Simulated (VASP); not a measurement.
# ZnO in VASP: single point with PBE+D3(BJ)

Aim: the single point of ZnO with PBE+D3(BJ).

All numbers are computed with VASP 6.6.1; they aren't measurements. Logs are shortened: lines on timing, memory, paths and dates and some standing lists are left out, and cuts for length are marked.

## 1. The cell of the first run

The cell holds a slab with vacuum, 24 atoms: a = 6.509 Å, b = 5.256 Å, c = 24.577 Å, α = 90.00°, β = 90.00°, γ = 90.00°.

## 2. Single point, PBE+D3(BJ)

Input file INCAR:

```
SYSTEM = ZnO
ALGO = Normal
DIPOL = 0.5 0.5 0.458
EDIFF = 1E-6
ENCUT = 520
GGA = PE
GGA_COMPAT = .FALSE.
IDIPOL = 3
ISIF = 2
ISMEAR = 0
IVDW = 12
LASPH = .TRUE.
LCHARG = .TRUE.
LDIPOL = .TRUE.
LELF = .TRUE.
LREAL = .FALSE.
LVACPOTAV = .TRUE.
LVHAR = .TRUE.
LWAVE = .FALSE.
NBANDS = 126
NELM = 120
NELMDL = -8
PREC = Accurate
SIGMA = 0.05
```

Input file KPOINTS:

```
k-points
0
G
  3 3 1
  0 0 0
```

Input file POSCAR:

```
ZnO
1.0
    6.5094894540      0.0000000000      0.0000000000
    0.0000000000      5.2564237872      0.0000000000
    0.0000000000      0.0000000000     24.5769471050
Zn O
12 12
Direct
    0.5000000000      0.9983827816      0.3255082889
    0.0000000000      0.9983827816      0.3255082889
    0.7500000000      0.4983827816      0.3637377675
    0.2500000000      0.4983827816      0.3637377675
    0.7500000000      0.9983827816      0.4401967246
    0.2500000000      0.9983827816      0.4401967246
   -0.0004733046      0.4998093755      0.4791336473
    0.5005663939      0.4989734756      0.4770993886
   -0.0002665250      1.0049052938      0.5567051192
    0.5007382474      1.0110674163      0.5550758657
    0.2555813421      0.4856836879      0.5868203453
    0.7452438713      0.4950101776      0.5921323260
    0.5000000000      0.6195172184      0.3255082889
    0.0000000000      0.6195172184      0.3255082889
    0.7500000000      0.1195172184      0.3637377675
    0.2500000000      0.1195172184      0.3637377675
    0.7500000000      0.6195172184      0.4401967246
    0.2500000000      0.6195172184      0.4401967246
    0.0000084263      0.1210500417      0.4764028752
    0.4998539498      0.1223520774      0.4755503630
   -0.0000084098      0.6248743418      0.5570012595
    0.5017274007      0.6319543190      0.5525727113
    0.2502279462      0.1256661228      0.5876888582
    0.7501408649      0.1364397018      0.5865631891
```

Potentials or basis: VASP PAW PBE potentials, release 64 (Zn, O).

The run is started by

```
> cat potpaw_PBE.64/Zn/POTCAR potpaw_PBE.64/O/POTCAR > POTCAR
> mpirun -np 1 vasp_std > vasp.out
```

OUTCAR:

```text
SYSTEM = ZnO
   EDIFF = 1E-6
   ENCUT = 520
   GGA = PE
   ISIF = 2
   ISMEAR = 0
   IVDW = 12
   LASPH = .TRUE.
   LREAL = .FALSE.
   NELM = 120
   NELMDL = -8
   PREC = Accurate
 IVDW          = 12

 ion  position               nearest neighbor table
   1  0.500  0.998  0.326-  15 1.98  16 1.98  13 1.99
   2  0.000  0.998  0.326-  15 1.98  16 1.98  14 1.99
   3  0.750  0.498  0.364-  17 1.98  14 1.98  13 1.98  15 1.99
   4  0.250  0.498  0.364-  18 1.98  14 1.98  13 1.98  16 1.99
   5  0.750  0.998  0.440-  20 1.96  19 1.96  15 1.98  17 1.99
   6  0.250  0.998  0.440-  20 1.96  19 1.96  16 1.98  18 1.99
   7  1.000  0.500  0.479-  17 1.99  19 1.99  18 1.99  21 2.02
   8  0.501  0.499  0.477-  17 1.96  18 1.97  20 1.98  22 1.98
   9  1.000  0.005  0.557-  23 1.91  24 1.91  21 2.00  19 2.07
  10  0.501  0.011  0.555-  23 1.91  24 1.92  22 1.99  20 2.04
  11  0.256  0.486  0.587-  23 1.89  21 1.96  22 1.97
  12  0.745  0.495  0.592-  24 1.89  21 1.99  22 1.99
  13  0.500  0.620  0.326-   3 1.98   4 1.98   1 1.99
  14  0.000  0.620  0.326-   3 1.98   4 1.98   2 1.99
  15  0.750  0.120  0.364-   5 1.98   2 1.98   1 1.98   3 1.99
  16  0.250  0.120  0.364-   6 1.98   2 1.98   1 1.98   4 1.99
  17  0.750  0.620  0.440-   8 1.96   3 1.98   7 1.99   5 1.99
  18  0.250  0.620  0.440-   8 1.97   4 1.98   6 1.99   7 1.99
  19  0.000  0.121  0.476-   6 1.96   5 1.96   7 1.99   9 2.07
  20  0.500  0.122  0.476-   6 1.96   5 1.96   8 1.98  10 2.04
  21  1.000  0.625  0.557-  11 1.96  12 1.99   9 2.00   7 2.02
  22  0.502  0.632  0.553-  11 1.97   8 1.98  10 1.99  12 1.99
  23  0.250  0.126  0.588-  11 1.89   9 1.91  10 1.91
  24  0.750  0.136  0.587-  12 1.89   9 1.91  10 1.92

  LATTYP: Found a simple orthorhombic cell.
 ALAT       =     5.2564237872
 B/A-ratio  =     1.2383874888
 C/A-ratio  =     4.6756022916

  Lattice vectors:

 A1 = (   0.0000000000,  -5.2564237872,   0.0000000000)
 A2 = (   6.5094894540,   0.0000000000,   0.0000000000)
 A3 = (   0.0000000000,   0.0000000000,  24.5769471050)

Analysis of symmetry for initial positions (statically):
=====================================================================
 Subroutine PRICEL returns:
 Original cell was already a primitive cell.

 Routine SETGRP: Setting up the symmetry group for a
 simple orthorhombic supercell.

 Subroutine GETGRP returns: Found  1 space group operations
 (whereof  1 operations were pure point group operations)
 out of a pool of  8 trial point group operations.

The static configuration has the point symmetry C_1 .

Analysis of symmetry for dynamics (positions and initial velocities):
=====================================================================
 Subroutine PRICEL returns:
 Original cell was already a primitive cell.

 Routine SETGRP: Setting up the symmetry group for a
 simple orthorhombic supercell.

 Subroutine GETGRP returns: Found  1 space group operations
 (whereof  1 operations were pure point group operations)
 out of a pool of  8 trial point group operations.

The dynamic configuration has the point symmetry C_1 .

 Subroutine INISYM returns: Found  1 space group operations
 (whereof  1 operations are pure point group operations),
 and found     1 'primitive' translations

----------------------------------------------------------------------------------------

                                     Primitive cell

  volume of cell :     840.9404

  direct lattice vectors                    reciprocal lattice vectors
     6.509489454  0.000000000  0.000000000     0.153621879  0.000000000  0.000000000
     0.000000000  5.256423787  0.000000000     0.000000000  0.190243413  0.000000000
     0.000000000  0.000000000 24.576947105     0.000000000  0.000000000  0.040688536

  length of vectors
     6.509489454  5.256423787 24.576947105     0.153621879  0.190243413  0.040688536

  position of ions in fractional coordinates (direct lattice)
     0.500000000  0.998382782  0.325508289
     0.000000000  0.998382782  0.325508289
     0.750000000  0.498382782  0.363737767
     0.250000000  0.498382782  0.363737767
     0.750000000  0.998382782  0.440196725
     0.250000000  0.998382782  0.440196725
[... 16 lines left out ...]
     0.250227946  0.125666123  0.587688858
     0.750140865  0.136439702  0.586563189

  ion indices of the primitive-cell ions
   primitive index   ion index
                 1           1
                 2           2
                 3           3
                 4           4
                 5           5
                 6           6
[... 16 lines left out ...]
                23          23
                24          24

----------------------------------------------------------------------------------------

 KPOINTS: k-points

Automatic generation of k-mesh.
 Grid dimensions read from file:
 generate k-points for:    3    3    1

 Generating k-lattice:

  Cartesian coordinates                     Fractional coordinates (reciprocal lattice)
     0.051207293  0.000000000  0.000000000     0.333333333  0.000000000  0.000000000
     0.000000000  0.063414471  0.000000000     0.000000000  0.333333333  0.000000000
     0.000000000  0.000000000  0.040688536     0.000000000  0.000000000  1.000000000

  Length of vectors
     0.051207293  0.063414471  0.040688536

  Shift w.r.t. Gamma in fractional coordinates (k-lattice)
     0.000000000  0.000000000  0.000000000

 Subroutine IBZKPT returns following result:
 ===========================================

 Found      5 irreducible k-points:

 Following reciprocal coordinates:
            Coordinates               Weight
  0.000000  0.000000  0.000000      1.000000
  0.333333  0.000000  0.000000      2.000000
  0.000000  0.333333  0.000000      2.000000
  0.333333  0.333333  0.000000      2.000000
 -0.333333  0.333333  0.000000      2.000000
   k-points           NKPTS =      5   k-points in BZ     NKDIM =      5   number of bands    NBANDS=    126
   number of dos      NEDOS =    301   number of ions     NIONS =     24
   total plane-waves  NPLWV = 368640
   dimension x,y,z NGX =    48 NGY =   40 NGZ =  192
   dimension x,y,z NGXF=    96 NGYF=   80 NGZF=  384
   ions per type =              12  12
   NGX,Y,Z   is equivalent  to a cutoff of  12.26, 12.65, 12.99 a.u.
   NGXF,Y,Z  is equivalent  to a cutoff of  24.52, 25.30, 25.97 a.u.
 SYSTEM =  ZnO
   PREC   = accura    normal or accurate (medium, high low for compatibility)
   ISTART =      0    job   : 0-new  1-cont  2-samecut
   ICHARG =      2    charge: 1-file 2-atom 10-const
   ISPIN  =      1    spin polarized calculation?
   LNONCOLLINEAR =      F non collinear calculations
   LSORBIT =      F    spin-orbit coupling
   LASPH  =      T    aspherical Exc in radial PAW
   ENCUT  =  520.0 eV  38.22 Ry    6.18 a.u.  12.10  9.77 45.70*2*pi/ulx,y,z
   NELM   =    120;   NELMIN=  2; NELMDL= -8     # of ELM steps
   EDIFF  = 0.1E-05   stopping-criterion for ELM
   LREAL  =      F    real-space projection
   EDIFFG = 0.1E-04   stopping-criterion for IOM
   NSW    =      0    number of steps for IOM
   IBRION =     -1    ionic relax: 0-MD 1-quasi-New 2-CG
   NFREE  =      0    steps in history (QN), initial steepest desc. (CG)
   ISIF   =      2    stress and relaxation
   ISYM   =      2    0-nonsym 1-usesym 2-fastsym
   POTIM  = 0.5000    time-step for ionic-motion
   TEBEG  =    0.0;   TEEND  =   0.0 temperature during run
   PSTRESS=    0.0 pullay stress
   NELECT =     216.0000    total number of electrons
   NUPDOWN=      -1.0000    fix difference up-down
   EMIN   =  10.00;   EMAX   =-10.00  energy-range for DOS
   EFERMI =   0.00;   METHOD = LEGACY
   ISMEAR =     0;   SIGMA  =   0.05  broadening in eV -4-tet -1-fermi 0-gaus
   EFERMI_NEDOS =   21; number of points for ismear=-14 and -15
   IALGO  =     38    algorithm
   IMIX   =      4    mixing-type and parameters
     AMIX     =   0.40;   BMIX     =  1.00
     AMIX_MAG =   1.60;   BMIX_MAG =  1.00
  volume/ion in A,a.u.               =      35.04       236.46
  Fermi-wavevector in a.u.,A,eV,Ry     =   1.040649  1.966542 14.734438  1.082951
  Thomas-Fermi vector in A             =   2.175234
   LORBIT       =      0    0 simple, 1 ext, 2 COOP (PROOUT), +10 PAW based schemes
   GGA     = PE    functional components
   LHFCALC =     F    Hartree Fock is set to
   AEXX    =    0.0000 exact exchange contribution
   IVDW    =    12    specifies the selected vdW correction
   LEPSILON=     F    determine dielectric tensor
   LRPA    =     F    only Hartree local field effects (RPA)
 non-spin polarized calculation
 Gauss-broadening in eV      SIGMA  =   0.05
  energy-cutoff  :      520.00
  volume of cell :      840.94
 maximum number of plane-waves:     22676
   NGX = 25   NGY = 19   NGZ = 91

 number of electron     216.0000005 magnetization

 dipolmoment           0.000000      0.000000     -0.113274 electrons x Angstroem

 Free energy of the ion-electron system (eV)
  ---------------------------------------------------
  ext. energy  EPLUGINS =         0.00000000
  ---------------------------------------------------
  free energy    TOTEN  =      -102.31908950 eV

  energy without entropy =     -102.31908950  energy(sigma->0) =     -102.31908950

 E-fermi :  -2.4570     XC(G=0):  -4.2895

 val. band max:       -2.6731099443   @ k =   0.0000   0.0000   0.0000
 cond. band min:      -2.2421619841   @ k =   0.0000   0.0000   0.0000
 fundamental gap:      0.4309479601
 Fermi energy:        -2.4570123617

 k-point     1 :       0.0000    0.0000    0.0000
  band No.  band energies     occupation
      1     -21.1215      2.00000
      2     -20.8316      2.00000
      3     -20.7768      2.00000
      4     -20.5273      2.00000
      5     -20.4610      2.00000
      6     -20.1789      2.00000
[... 112 lines left out ...]
    119       2.8730      0.00000
    120       3.0345      0.00000

 k-point     2 :       0.3333    0.0000    0.0000
  band No.  band energies     occupation
      1     -21.0480      2.00000
      2     -20.8577      2.00000
      3     -20.7593      2.00000
      4     -20.6085      2.00000
      5     -20.4020      2.00000
      6     -20.2595      2.00000
[... 365 lines left out ...]
      3     -20.7055      2.00000
      4     -20.5696      2.00000
      5     -20.3689      2.00000
      6     -20.2554      2.00000
[... 112 lines left out ...]
    119       3.1192      0.00000
    120       3.2012      0.00000
 [bands above 120 left out]

------------------------ aborting loop because EDIFF is reached ----------------------------------------

 Edisp (eV)   -4.04215

 E8    (eV) :    -1.5797

  FORCE on cell =-STRESS in cart. coord.  units (eV):
  Direction    XX          YY          ZZ          XY          YZ          ZX
  --------------------------------------------------------------------------------------
  -------------------------------------------------------------------------------------
  Total       2.47647    -3.09432     0.31166     0.00831     1.24372     0.03411
  in kB       4.71821    -5.89536     0.59378     0.01584     2.36957     0.06499
  external pressure =       -0.19 kB  Pullay stress =        0.00 kB

 VOLUME and BASIS-vectors are now :
 -----------------------------------------------------------------------------
  energy-cutoff  :      520.00
  volume of cell :      840.94
      direct lattice vectors                 reciprocal lattice vectors
     6.509489454  0.000000000  0.000000000     0.153621879  0.000000000  0.000000000
     0.000000000  5.256423787  0.000000000     0.000000000  0.190243413  0.000000000
     0.000000000  0.000000000 24.576947105     0.000000000  0.000000000  0.040688536

 POSITION                                       TOTAL-FORCE (eV/Angst)
 -----------------------------------------------------------------------------------
      3.25474      5.24792      8.00000        -0.000359     -1.305492      1.105437
      0.00000      5.24792      8.00000         0.000407     -1.309606      1.103768
      4.88212      2.61971      8.93956         0.022261      0.646177     -0.809970
      1.62737      2.61971      8.93956        -0.021829      0.644315     -0.809445
      4.88212      5.24792     10.81869         0.070635     -0.176339      0.119806
      1.62737      5.24792     10.81869        -0.078116     -0.180874      0.116125
[... 16 lines left out ...]
      1.62886      0.66055     14.44360         0.125704      0.377207      0.631132
      4.88303      0.71718     14.41593        -0.103497      0.173847      0.715399
 -----------------------------------------------------------------------------------
    total drift:                                0.000134      0.006494      0.003455

  FREE ENERGIE OF THE ION-ELECTRON SYSTEM (eV)
  ---------------------------------------------------
  free  energy   TOTEN  =      -106.3612364078 eV

  energy  without entropy=     -106.3612364078  energy(sigma->0) =     -106.36123641

 vacuum level on the upper side and lower side of the slab         1.837         2.436
```

Run time: 39 min. Hardware: 1 thread of Intel Xeon Platinum 8259CL at 2.50GHz (Skylake/Cascade Lake), shared host; peak memory 0.91 GiB.

What came out:

| Item | Value |
| --- | --- |
| Free energy | -106.3612 eV |
| Largest force | 1.713 eV/Å |
| Band gap on the k mesh | 0.43 eV |
| Dispersion energy per atom | -0.168 eV |

Forces on the atoms (eV/Å):
```
Zn   0.000 -1.305  1.105
Zn   0.000 -1.310  1.104
Zn   0.022  0.646 -0.810
Zn  -0.022  0.644 -0.809
Zn   0.071 -0.176  0.120
Zn  -0.078 -0.181  0.116
Zn  -0.026 -0.079 -0.360
Zn   0.014 -0.118 -0.414
Zn  -0.023  0.116 -0.345
Zn   0.008  0.071 -0.246
Zn  -0.093 -0.291 -0.763
Zn   0.129 -0.280 -1.259
O   -0.001  0.677  0.082
O    0.001  0.681  0.072
O    0.002  0.083 -1.038
O   -0.003  0.083 -1.039
O    0.169  0.065  0.451
O   -0.155  0.038  0.511
O    0.005  0.019  0.217
O    0.005  0.013  0.184
O   -0.131  0.107  0.611
O    0.083 -0.055  1.164
O    0.126  0.377  0.631
O   -0.103  0.174  0.715
```
